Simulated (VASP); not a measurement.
Zn2CdTe3:

```
Zn Cd Te
1.0
     3.41950    1.97425    4.74075
    -3.41950    1.97425    4.74075
     0.00000   -3.94850    4.74075
Zn Cd Te
2 1 3
Direct
  0.92874 0.92874 0.92874
  0.07126 0.07126 0.07126
  0.50000 0.50000 0.50000
  0.50000 0.50000 0.00000
  0.00000 0.50000 0.50000
  0.50000 0.00000 0.50000
```

The cell was generated, and may not be a known phase.

| Item | Value |
| --- | --- |
| Program | VASP 6.6.1 |
| Task | relaxation of cell and atoms |
| Functional | PBE |
| Potentials or basis | VASP PAW PBE potentials, release 64 (Zn, Cd, Te) |
| Cutoff | 600 eV |
| k mesh | 3 × 3 × 3 |
| Occupations | gaussian, width 0.1 eV |
| Spin | no spin polarisation |

At the start: pressure 0.9 GPa; volume 32.00 Å³/atom.

Question: How do energy, volume and symmetry change on relaxing?

Answer: Over 25 steps the energy falls by 366.1 meV/atom and the volume is 31.27 Å³/atom (-2.3 %); space group R-3m (No. 166, to 0.1 Å) before and after.

The path:
| step | energy change (eV) | largest force (eV/Å) | pressure (GPa) | volume (Å³) |
| --- | --- | --- | --- | --- |
| 1 | 0.0000 | 4.5316 | 0.92 | 192.03 |
| 2 | -0.6465 | 0.1149 | -2.29 | 197.01 |
| 3 | -0.6536 | 0.3948 | -1.95 | 195.89 |
| 4 | -0.6552 | 0.2800 | -2.08 | 196.25 |
| 5 | -0.7981 | 0.3383 | -0.83 | 185.24 |
| 6 | -0.8457 | 0.3804 | 0.61 | 176.26 |
| 7 | -0.9157 | 0.3190 | 0.52 | 175.51 |
| 8 | -1.1489 | 0.1546 | 0.83 | 172.63 |
| 9 | -1.4843 | 0.1319 | 3.59 | 163.94 |
| 10 | -1.5378 | 0.0772 | 3.12 | 165.79 |
| 11 | -1.6279 | 0.0594 | 1.97 | 171.23 |
| 12 | -1.7202 | 0.2764 | 0.18 | 181.52 |
| 13 | -1.9077 | 0.5796 | -1.80 | 199.18 |
| 14 | -1.8731 | 0.4656 | -1.21 | 193.52 |
| 15 | -1.8869 | 0.4768 | -1.37 | 195.29 |
| 16 | -1.9921 | 0.7245 | -1.69 | 198.10 |
| 17 | -1.9942 | 0.7465 | -1.70 | 198.25 |
| 18 | -2.1057 | 0.7602 | -0.74 | 191.63 |
| 19 | -2.1520 | 0.6395 | 0.49 | 185.18 |
| 20 | -2.1825 | 0.3179 | 0.27 | 186.27 |
| 21 | -2.1893 | 0.0447 | 0.14 | 187.05 |
| 22 | -2.1932 | 0.0473 | -0.03 | 187.81 |
| 23 | -2.1945 | 0.0509 | -0.36 | 189.33 |
| 24 | -2.1950 | 0.0497 | -0.25 | 188.79 |
| 25 | -2.1968 | 0.0197 | -0.04 | 187.63 |

Final structure:
```xyz
6
Lattice="4.3885 2.5337 2.8124 -4.3885 2.5337 2.8124 0.0000 -5.0674 2.8124" Properties=species:S:1:pos:R:3 pbc="T T T"
Zn    0.0000    0.0000    7.2290
Zn    0.0000    0.0000    1.2081
Cd    0.0000    0.0000    4.2186
Te    0.0000    2.5337    2.8124
Te   -2.1943   -1.2669    2.8124
Te    2.1943   -1.2669    2.8124
```

Caveat: the k points lie up to 0.37 Å⁻¹ apart in the final cell, too coarse for converged energies and pressures of a metal.
